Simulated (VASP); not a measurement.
Wanted: the native input for a VASP 6.6.1 run.

- Task: single point
- Functional: PBE
- Potentials or basis: VASP PAW PBE potentials, release 64 (C)
- Cutoff: 520 eV
- k mesh: 12 × 12 × 12
- Occupations: gaussian, width 0.05 eV
- Spin: no spin polarisation
- Dipole correction: no
- Further INCAR settings: ALGO = Normal; EDIFF = 1e-06; NBANDS = 11

The structure of C lies in POSCAR:

```
C
1.0
    0.0000000000      1.6705809806      1.7958745541
    1.6705809806      0.0000000000      1.7958745541
    1.6705809806      1.6705809806      0.0000000000
C
2
Direct
    0.5000000000      0.5000000000      0.5000000000
    0.7500000000      0.7500000000      0.7500000000
```

This cell differs from its parent crystal: volume 5.012 Å^3 an atom, c/a of the conventional cell 1.0750.

These files were run (other wordings do the same):

INCAR

```
SYSTEM = C
  PREC = Accurate
  ENCUT = 520
  EDIFF = 1E-6
  ISMEAR = 0
  SIGMA = 0.05
  LREAL = .False.
  LASPH = .True.
  NELM = 80
  ALGO = Normal
  ISIF = 2
  LWAVE = .False.
  LCHARG = .False.
  GGA = PE
  NBANDS = 11
```

KPOINTS

```
regular mesh
0
Gamma
  12 12 12
  0 0 0
```

Potentials or basis: VASP PAW PBE potentials, release 64 (C).

Command:

```console
$ cat potpaw_PBE.64/C/POTCAR > POTCAR
$ mpirun -np 1 vasp_std > vasp.out
```

It gave:

```yaml
Pressure: 71.0 GPa
Band_gap_on_the_k_mesh: 3.46 eV, indirect (least direct gap 5.24 eV)
```

Run time: 8.6 s on 1 thread of Intel(R) Xeon(R) 6975P-C (Granite Rapids) (shared host), peak memory 0.12 GiB.
